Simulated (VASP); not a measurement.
# Ta4Ag (Pm-3m) in VASP: a series of runs

Runs on Ta4Ag. Level: PBE. Tasks: single point, relaxation of cell and atoms.

Program: VASP 6.6.1. These are calculated values, not measurements. Logs are shortened: lines on timing, memory, paths and dates and some standing lists are left out, and cuts for length are marked.

## 1. The cell of the first run

The structure is cubic, space group Pm-3m (No. 221). Conventional cell: a = 4.835 Å, b = 4.835 Å, c = 4.835 Å, α = 90.00°, β = 90.00°, γ = 90.00°. Ta (site symmetry 4/mmm) has 2 Ag at 2.42 Å within 3.2 Å. Within 4.5 Å of Ta (site symmetry m-3m) lie 12 Ta at 3.42 Å and 8 Ag at 4.19 Å. Ag (site symmetry m-3m) has 6 Ta at 2.42 Å within 3.2 Å.

## 2. Single point, PBE

File INCAR:

```
SYSTEM = Ta4Ag
ALGO = Normal
EDIFF = 1E-6
ENCUT = 520
GGA = PE
ISIF = 2
ISMEAR = 0
LASPH = .True.
LCHARG = .True.
LELF = .True.
LREAL = .False.
LVHAR = .True.
LWAVE = .False.
NBANDS = 36
NELM = 100
PREC = Accurate
SIGMA = 0.1
```

File KPOINTS:

```
k-points
0
Gamma
  8 8 8
  0 0 0
```

File POSCAR:

```
Ta4Ag
1.0
    4.8345470812      0.0000000000      0.0000000000
    0.0000000000      4.8345470812      0.0000000000
    0.0000000000      0.0000000000      4.8345470812
Ta Ag
4 1
Direct
    0.0000000000      0.5000000000      0.5000000000
    0.5000000000      0.0000000000      0.5000000000
    0.5000000000      0.5000000000      0.0000000000
    0.0000000000      0.0000000000      0.0000000000
    0.5000000000      0.5000000000      0.5000000000
```

Potentials or basis: VASP PAW PBE potentials, release 64 (Ta_pv, Ag).

The run is started by

```sh
$ cat potpaw_PBE.64/Ta_pv/POTCAR potpaw_PBE.64/Ag/POTCAR > POTCAR
$ mpirun -np 1 vasp_std > vasp.out
```

OUTCAR:

```text
SYSTEM = Ta4Ag
   EDIFF = 1E-6
   ENCUT = 520
   GGA = PE
   ISIF = 2
   ISMEAR = 0
   LASPH = .True.
   LREAL = .False.
   NELM = 100
   PREC = Accurate

 ion  position               nearest neighbor table
   1  0.000  0.500  0.500-   5 2.42   5 2.42   4 3.42   2 3.42   3 3.42   4 3.42   2 3.42   4 3.42
                             4 3.42   2 3.42   3 3.42   3 3.42   3 3.42   2 3.42
   2  0.500  0.000  0.500-   5 2.42   5 2.42   4 3.42   1 3.42   3 3.42   4 3.42   1 3.42   3 3.42
                             3 3.42   3 3.42   1 3.42   4 3.42   4 3.42   1 3.42
   3  0.500  0.500  0.000-   5 2.42   5 2.42   4 3.42   1 3.42   1 3.42   2 3.42   2 3.42   2 3.42
                             4 3.42   2 3.42   1 3.42   4 3.42   1 3.42   4 3.42
   4  0.000  0.000  0.000-   1 3.42   2 3.42   3 3.42   1 3.42   2 3.42   1 3.42   3 3.42   1 3.42
                             2 3.42   3 3.42   2 3.42   3 3.42
   5  0.500  0.500  0.500-   1 2.42   2 2.42   3 2.42   3 2.42   2 2.42   1 2.42

  LATTYP: Found a simple cubic cell.
 ALAT       =     4.8345470812

  Lattice vectors:

 A1 = (   4.8345470812,   0.0000000000,   0.0000000000)
 A2 = (   0.0000000000,   4.8345470812,   0.0000000000)
 A3 = (   0.0000000000,   0.0000000000,   4.8345470812)

Analysis of symmetry for initial positions (statically):
=====================================================================
 Subroutine PRICEL returns:
 Original cell was already a primitive cell.

 Routine SETGRP: Setting up the symmetry group for a
 simple cubic supercell.

 Subroutine GETGRP returns: Found 48 space group operations
 (whereof 48 operations were pure point group operations)
 out of a pool of 48 trial point group operations.

The static configuration has the point symmetry O_h .

Analysis of symmetry for dynamics (positions and initial velocities):
=====================================================================
 Subroutine PRICEL returns:
 Original cell was already a primitive cell.

 Routine SETGRP: Setting up the symmetry group for a
 simple cubic supercell.

 Subroutine GETGRP returns: Found 48 space group operations
 (whereof 48 operations were pure point group operations)
 out of a pool of 48 trial point group operations.

The dynamic configuration has the point symmetry O_h .

 Subroutine INISYM returns: Found 48 space group operations
 (whereof 48 operations are pure point group operations),
 and found     1 'primitive' translations

----------------------------------------------------------------------------------------

                                     Primitive cell

  volume of cell :     112.9971

  direct lattice vectors                    reciprocal lattice vectors
     4.834547081  0.000000000  0.000000000     0.206844609  0.000000000  0.000000000
     0.000000000  4.834547081  0.000000000     0.000000000  0.206844609  0.000000000
     0.000000000  0.000000000  4.834547081     0.000000000  0.000000000  0.206844609

  length of vectors
     4.834547081  4.834547081  4.834547081     0.206844609  0.206844609  0.206844609

  position of ions in fractional coordinates (direct lattice)
     0.000000000  0.500000000  0.500000000
     0.500000000  0.000000000  0.500000000
     0.500000000  0.500000000  0.000000000
     0.000000000  0.000000000  0.000000000
     0.500000000  0.500000000  0.500000000

  ion indices of the primitive-cell ions
   primitive index   ion index
                 1           1
                 2           2
                 3           3
                 4           4
                 5           5

----------------------------------------------------------------------------------------

 KPOINTS: k-points

Automatic generation of k-mesh.
 Grid dimensions read from file:
 generate k-points for:    8    8    8

 Generating k-lattice:

  Cartesian coordinates                     Fractional coordinates (reciprocal lattice)
     0.025855576  0.000000000  0.000000000     0.125000000  0.000000000  0.000000000
     0.000000000  0.025855576  0.000000000     0.000000000  0.125000000  0.000000000
     0.000000000  0.000000000  0.025855576     0.000000000  0.000000000  0.125000000

  Length of vectors
     0.025855576  0.025855576  0.025855576

  Shift w.r.t. Gamma in fractional coordinates (k-lattice)
     0.000000000  0.000000000  0.000000000

 Subroutine IBZKPT returns following result:
 ===========================================

 Found     35 irreducible k-points:

 Following reciprocal coordinates:
            Coordinates               Weight
  0.000000  0.000000  0.000000      1.000000
  0.125000  0.000000  0.000000      6.000000
  0.250000  0.000000  0.000000      6.000000
  0.375000  0.000000  0.000000      6.000000
  0.500000  0.000000  0.000000      3.000000
  0.125000  0.125000  0.000000     12.000000
[... 16 lines left out ...]
  0.375000  0.375000  0.125000     24.000000
  0.500000  0.375000  0.125000     24.000000
 [... further k-points ...]
   k-points           NKPTS =     35   k-points in BZ     NKDIM =     35   number of bands    NBANDS=     36
   number of dos      NEDOS =    301   number of ions     NIONS =      5
   total plane-waves  NPLWV =  46656
   dimension x,y,z NGX =    36 NGY =   36 NGZ =   36
   dimension x,y,z NGXF=    72 NGYF=   72 NGZF=   72
   ions per type =               4   1
   NGX,Y,Z   is equivalent  to a cutoff of  12.38, 12.38, 12.38 a.u.
   NGXF,Y,Z  is equivalent  to a cutoff of  24.76, 24.76, 24.76 a.u.
 SYSTEM =  Ta4Ag
   PREC   = accura    normal or accurate (medium, high low for compatibility)
   ISTART =      0    job   : 0-new  1-cont  2-samecut
   ICHARG =      2    charge: 1-file 2-atom 10-const
   ISPIN  =      1    spin polarized calculation?
   LNONCOLLINEAR =      F non collinear calculations
   LSORBIT =      F    spin-orbit coupling
   LASPH  =      T    aspherical Exc in radial PAW
   ENCUT  =  520.0 eV  38.22 Ry    6.18 a.u.   8.99  8.99  8.99*2*pi/ulx,y,z
   NELM   =    100;   NELMIN=  2; NELMDL= -5     # of ELM steps
   EDIFF  = 0.1E-05   stopping-criterion for ELM
   LREAL  =      F    real-space projection
   EDIFFG = 0.1E-04   stopping-criterion for IOM
   NSW    =      0    number of steps for IOM
   IBRION =     -1    ionic relax: 0-MD 1-quasi-New 2-CG
   NFREE  =      0    steps in history (QN), initial steepest desc. (CG)
   ISIF   =      2    stress and relaxation
   ISYM   =      2    0-nonsym 1-usesym 2-fastsym
   POTIM  = 0.5000    time-step for ionic-motion
   TEBEG  =    0.0;   TEEND  =   0.0 temperature during run
   PSTRESS=    0.0 pullay stress
   NELECT =      55.0000    total number of electrons
   NUPDOWN=      -1.0000    fix difference up-down
   EMIN   =  10.00;   EMAX   =-10.00  energy-range for DOS
   EFERMI =   0.00;   METHOD = LEGACY
   ISMEAR =     0;   SIGMA  =   0.10  broadening in eV -4-tet -1-fermi 0-gaus
   EFERMI_NEDOS =   21; number of points for ismear=-14 and -15
   IALGO  =     38    algorithm
   IMIX   =      4    mixing-type and parameters
     AMIX     =   0.40;   BMIX     =  1.00
     AMIX_MAG =   1.60;   BMIX_MAG =  1.00
  volume/ion in A,a.u.               =      22.60       152.51
  Fermi-wavevector in a.u.,A,eV,Ry     =   1.287775  2.433542 22.563412  1.658364
  Thomas-Fermi vector in A             =   2.419769
   LORBIT       =      0    0 simple, 1 ext, 2 COOP (PROOUT), +10 PAW based schemes
   GGA     = PE    functional components
   LHFCALC =     F    Hartree Fock is set to
   AEXX    =    0.0000 exact exchange contribution
   IVDW    =     0    specifies the selected vdW correction
   LEPSILON=     F    determine dielectric tensor
   LRPA    =     F    only Hartree local field effects (RPA)
 non-spin polarized calculation
 Gauss-broadening in eV      SIGMA  =   0.10
  energy-cutoff  :      520.00
  volume of cell :      113.00
 maximum number of plane-waves:      3112
 NGX is ok and might be reduce to    36
   NGX = 17   NGY = 17   NGZ = 17

 number of electron      54.9999984 magnetization

 Free energy of the ion-electron system (eV)
  ---------------------------------------------------
  ext. energy  EPLUGINS =         0.00000000
  ---------------------------------------------------
  free energy    TOTEN  =       -39.83439644 eV

  energy without entropy =      -39.80091847  energy(sigma->0) =      -39.81765745

 E-fermi :   4.6346     XC(G=0): -11.2824

 val. band max:        4.6337424724   @ k =   0.3750   0.2500   0.1250
 cond. band min:       4.6489589978   @ k =   0.3750   0.3750   0.0000
 fundamental gap:      0.0152165254
 Fermi energy:         4.6346004624

 k-point     1 :       0.0000    0.0000    0.0000
  band No.  band energies     occupation
      1     -30.5489      2.00000
      2     -30.5489      2.00000
      3     -30.5489      2.00000
      4     -30.3669      2.00000
      5     -30.3669      2.00000
      6     -30.3669      2.00000
[... 28 lines left out ...]
     35       7.9125      0.00000
     36       7.9362      0.00000

 k-point     2 :       0.1250    0.0000    0.0000
  band No.  band energies     occupation
      1     -30.5523      2.00000
      2     -30.5464      2.00000
      3     -30.5464      2.00000
      4     -30.3659      2.00000
      5     -30.3659      2.00000
      6     -30.3651      2.00000
[... 28 lines left out ...]
     35       7.7728      0.00000
     36       7.9247      0.00000

 k-point     3 :       0.2500    0.0000    0.0000
  band No.  band energies     occupation
      1     -30.5616      2.00000
      2     -30.5402      2.00000
      3     -30.5402      2.00000
      4     -30.3639      2.00000
      5     -30.3639      2.00000
      6     -30.3574      2.00000
[... 28 lines left out ...]
     35       7.1540      0.00000
     36       7.1540      0.00000
[... 742 lines left out ...]
 k-point    23 :       0.3750    0.3750    0.1250
  band No.  band energies     occupation
      1     -30.6345      2.00000
      2     -30.5199      2.00000
      3     -30.5149      2.00000
      4     -30.3844      2.00000
      5     -30.3822      2.00000
      6     -30.3531      2.00000
[... 28 lines left out ...]
     35       6.9465      0.00000
     36       7.0566      0.00000

 k-point    24 :       0.5000    0.3750    0.1250
  band No.  band energies     occupation
      1     -30.6425      2.00000
      2     -30.5182      2.00000
      3     -30.5130      2.00000
      4     -30.3883      2.00000
      5     -30.3794      2.00000
      6     -30.3653      2.00000
[... 28 lines left out ...]
     35       6.7304      0.00000
     36       7.0108      0.00000

 [... further k-points ...]
[... 5 lines left out ...]
  --------------------------------------------------------------------------------------
  -------------------------------------------------------------------------------------
  Total       -0.1656409     -0.1656409     -0.1656409     -0.0000000      0.0000000      0.0000000
  in kB       -2.3486088     -2.3486088     -2.3486088     -0.0000000      0.0000000      0.0000000
  external PRESSURE =      -2.3486088 kB  Pullay stress =       0.0000000 kB

 VOLUME and BASIS-vectors are now :
 -----------------------------------------------------------------------------
  energy-cutoff  :      520.00
  volume of cell :      113.00
      direct lattice vectors                 reciprocal lattice vectors
     4.834547081  0.000000000  0.000000000     0.206844609  0.000000000  0.000000000
     0.000000000  4.834547081  0.000000000     0.000000000  0.206844609  0.000000000
     0.000000000  0.000000000  4.834547081     0.000000000  0.000000000  0.206844609

 POSITION                                       TOTAL-FORCE (eV/Angst)
 -----------------------------------------------------------------------------------
      0.00000      2.41727      2.41727         0.000000      0.000000      0.000000
      2.41727      0.00000      2.41727         0.000000      0.000000      0.000000
      2.41727      2.41727      0.00000         0.000000      0.000000      0.000000
      0.00000      0.00000      0.00000         0.000000      0.000000      0.000000
      2.41727      2.41727      2.41727         0.000000      0.000000      0.000000
 -----------------------------------------------------------------------------------
    total drift:                                0.000000      0.000000      0.000000

  FREE ENERGIE OF THE ION-ELECTRON SYSTEM (eV)
  ---------------------------------------------------
  free  energy   TOTEN  =       -39.8343964369 eV

  energy  without entropy=      -39.8009184706  energy(sigma->0) =      -39.81765745
```

It took 60 s on 1 thread of Intel Xeon 6975P-C (Granite Rapids), shared host; peak memory 0.28 GiB.

Results:

```
Free energy : -39.8344 eV
Pressure    : -0.2 GPa
```

Caveat: spin-orbit coupling is left out, which moves the levels of the heavy elements.

## 3. Relaxation of cell and atoms, PBE

File INCAR:

```
  PREC = Accurate
  ENCUT = 600
  EDIFF = 1E-6
  ISMEAR = 0
  SIGMA = 0.1
  LREAL = F
  LASPH = T
  NELM = 100
  ALGO = Normal
  ISIF = 3
  LWAVE = F
  LCHARG = F
  GGA = PE
  IBRION = 2
  NSW = 100
  EDIFFG = -0.01
```

File KPOINTS:

```
Automatic mesh
0
Gamma
  8 8 8
```

POSCAR, as its differences from that of step 2:

```diff
@@ -2,5 +2,5 @@
 1.0
-    4.8345470812      0.0000000000      0.0000000000
-    0.0000000000      4.8345470812      0.0000000000
-    0.0000000000      0.0000000000      4.8345470812
+    4.8334061733      0.0000000000      0.0000000000
+    0.0000000000      4.8334061733      0.0000000000
+    0.0000000000      0.0000000000      4.8334061733
 Ta Ag
```

Potentials or basis: VASP PAW PBE potentials, release 64 (Ta_pv, Ag).

The run is started by

```sh
$ cat potpaw_PBE.64/Ta_pv/POTCAR potpaw_PBE.64/Ag/POTCAR > POTCAR
$ mpirun -np 1 vasp_std > vasp.out
```

Wall time 3.5 min (1 thread of Intel Xeon 6975P-C (Granite Rapids), shared host); peak memory 0.34 GiB.

It converged, with:

```yaml
Free_energy: -39.8346 eV
Relaxed_volume: 22.56 Å³/atom
Relaxed_cell: a = 4.832 Å, b = 4.832 Å, c = 4.832 Å, α = 90.00°, β = 90.00°, γ = 90.00°
Space_group_after_relaxing_to_0.05_Å: Pm-3m (No. 221)
Energy_gained_by_relaxing: 0.0 meV/atom
Ionic_steps: 3
Pressure_after_relaxing: 0.0 GPa
```

Final structure:
```xyz
5
Lattice="4.8319 0.0000 0.0000 0.0000 4.8319 0.0000 0.0000 0.0000 4.8319" Properties=species:S:1:pos:R:3 pbc="T T T"
Ta    0.0000    2.4160    2.4160
Ta    2.4160    0.0000    2.4160
Ta    2.4160    2.4160    0.0000
Ta    0.0000    0.0000    0.0000
Ag    2.4160    2.4160    2.4160
```

Levels at points of the mesh, in eV from the Fermi level:
```tsv
k point	band 25	band 26	band 27	band 28	band 29	band 30	band 31	band 32
(0.00, 0.00, 0.00)	0.57	0.57	0.57	0.92	0.92	0.92	2.41	2.41
(0.50, 0.00, 0.00)	-0.95	-0.30	-0.30	0.29	0.59	0.92	1.08	1.16
(0.50, 0.50, 0.00)	-0.87	-0.84	-0.36	-0.26	-0.26	0.31	0.31	1.18
(0.50, 0.50, 0.50)	-0.58	-0.13	-0.13	-0.13	0.20	0.20	0.20	0.31
```

Caveat: spin-orbit coupling is left out, which moves the levels of the heavy elements.

## 4. Single point, PBE

This run uses another cell than the first one, of 18.58 Å³/atom, 0.822 times its volume.

File INCAR:

```
SYSTEM = Ta4Ag
ALGO = Normal
EDIFF = 1E-6
ENCUT = 500
GGA = PE
GGA_COMPAT = .FALSE.
ISIF = 2
ISMEAR = 0
LASPH = .TRUE.
LCHARG = .FALSE.
LREAL = .FALSE.
LWAVE = .FALSE.
NBANDS = 36
NELM = 120
PREC = Accurate
SIGMA = 0.1
```

File KPOINTS:

```
k-points
0
G
  4 4 4
  0 0 0
```

POSCAR, as its differences from that of step 3:

```diff
@@ -2,5 +2,5 @@
 1.0
-    4.8334061733      0.0000000000      0.0000000000
-    0.0000000000      4.8334061733      0.0000000000
-    0.0000000000      0.0000000000      4.8334061733
+    4.5286344700      0.0000000000      0.0000000000
+    0.0000000000      4.5286344700      0.0000000000
+    0.0000000000      0.0000000000      4.5286344700
 Ta Ag
```

Potentials or basis: VASP PAW PBE potentials, release 64 (Ta_pv, Ag).

The run is started by

```sh
$ cat potpaw_PBE.64/Ta_pv/POTCAR potpaw_PBE.64/Ag/POTCAR > POTCAR
$ mpirun -np 1 vasp_std > vasp.out
```

OUTCAR:

```text
SYSTEM = Ta4Ag
   EDIFF = 1E-6
   ENCUT = 500
   GGA = PE
   ISIF = 2
   ISMEAR = 0
   LASPH = .TRUE.
   LREAL = .FALSE.
   NELM = 120
   PREC = Accurate

 ion  position               nearest neighbor table
   1  0.000  0.500  0.500-   5 2.26   5 2.26   4 3.20   2 3.20   3 3.20   4 3.20   2 3.20   4 3.20
                             4 3.20   2 3.20   3 3.20   3 3.20   3 3.20   2 3.20
   2  0.500  0.000  0.500-   5 2.26   5 2.26   4 3.20   1 3.20   3 3.20   4 3.20   1 3.20   3 3.20
                             3 3.20   3 3.20   1 3.20   4 3.20   4 3.20   1 3.20
[... 583 lines left out ...]
  -------------------------------------------------------------------------------------
  Total       24.1507156     24.1507156     24.1507156     -0.0000000      0.0000000     -0.0000000
  in kB      416.6187229    416.6187229    416.6187229     -0.0000000      0.0000000     -0.0000000
  external PRESSURE =     416.6187229 kB  Pullay stress =       0.0000000 kB

 VOLUME and BASIS-vectors are now :
 -----------------------------------------------------------------------------
  energy-cutoff  :      500.00
  volume of cell :       92.88
      direct lattice vectors                 reciprocal lattice vectors
     4.528634470  0.000000000  0.000000000     0.220817115  0.000000000  0.000000000
     0.000000000  4.528634470  0.000000000     0.000000000  0.220817115  0.000000000
     0.000000000  0.000000000  4.528634470     0.000000000  0.000000000  0.220817115

 POSITION                                       TOTAL-FORCE (eV/Angst)
 -----------------------------------------------------------------------------------
      0.00000      2.26432      2.26432         0.000000      0.000000      0.000000
      2.26432      0.00000      2.26432         0.000000      0.000000      0.000000
      2.26432      2.26432      0.00000         0.000000      0.000000      0.000000
      0.00000      0.00000      0.00000         0.000000      0.000000      0.000000
      2.26432      2.26432      2.26432         0.000000      0.000000      0.000000
 -----------------------------------------------------------------------------------
    total drift:                                0.000000      0.000000      0.000000

  FREE ENERGIE OF THE ION-ELECTRON SYSTEM (eV)
  ---------------------------------------------------
  free  energy   TOTEN  =       -37.6760833235 eV

  energy  without entropy=      -37.6354144548  energy(sigma->0) =      -37.65574889
```

OSZICAR:

```text
N       E                     dE             d eps       ncg     rms          rms(c)
DAV:   1     0.518519871688E+03    0.51852E+03   -0.29546E+04   728   0.151E+03
DAV:   2    -0.191010623038E+02   -0.53762E+03   -0.52611E+03   788   0.445E+02
DAV:   3    -0.403423407962E+02   -0.21241E+02   -0.20616E+02   896   0.825E+01
DAV:   4    -0.408824768904E+02   -0.54014E+00   -0.53289E+00   896   0.113E+01
DAV:   5    -0.408930936142E+02   -0.10617E-01   -0.10592E-01   912   0.142E+00    0.318E+01
DAV:   6    -0.384048493509E+02    0.24882E+01   -0.61523E+00   828   0.176E+01    0.195E+01
DAV:   7    -0.378546201141E+02    0.55023E+00   -0.29912E+00   872   0.109E+01    0.435E+00
DAV:   8    -0.377143094015E+02    0.14031E+00   -0.11097E+00   884   0.668E+00    0.211E+00
DAV:   9    -0.376804119378E+02    0.33897E-01   -0.18791E-01   888   0.198E+00    0.105E+00
DAV:  10    -0.376762056020E+02    0.42063E-02   -0.18595E-02   836   0.939E-01    0.132E-01
DAV:  11    -0.376760811109E+02    0.12449E-03   -0.81537E-04   856   0.221E-01    0.907E-02
DAV:  12    -0.376760876994E+02   -0.65884E-05   -0.10753E-04   884   0.639E-02    0.209E-02
DAV:  13    -0.376760852186E+02    0.24807E-05   -0.18254E-05   848   0.301E-02    0.438E-03
DAV:  14    -0.376760832270E+02    0.19917E-05   -0.81257E-07   556   0.513E-03    0.148E-03
DAV:  15    -0.376760833235E+02   -0.96561E-07   -0.90585E-08   444   0.170E-03
   1 F= -.37676083E+02 E0= -.37655749E+02  d E =-.406689E-01
```

stdout:

```text
POSCAR found type information on POSCAR TaAg
 POSCAR found :  2 types and       5 ions
 scaLAPACK will be used
 LDA part: xc-table for (Slater+PW92), standard interpolation
 POSCAR, INCAR and KPOINTS ok, starting setup
 FFT: planning ... GRIDC
 FFT: planning ... GRID_SOFT
 FFT: planning ... GRID
 WAVECAR not read
 entering main loop
```

It took 67 s on 1 thread of Intel Xeon 8259CL, shared host; peak memory 0.21 GiB.

What came out:

* Free energy: -37.6761 eV
* Pressure: 41.7 GPa

Caveat: spin-orbit coupling is left out, which moves the levels of the heavy elements.

[end of part 1 of 2]
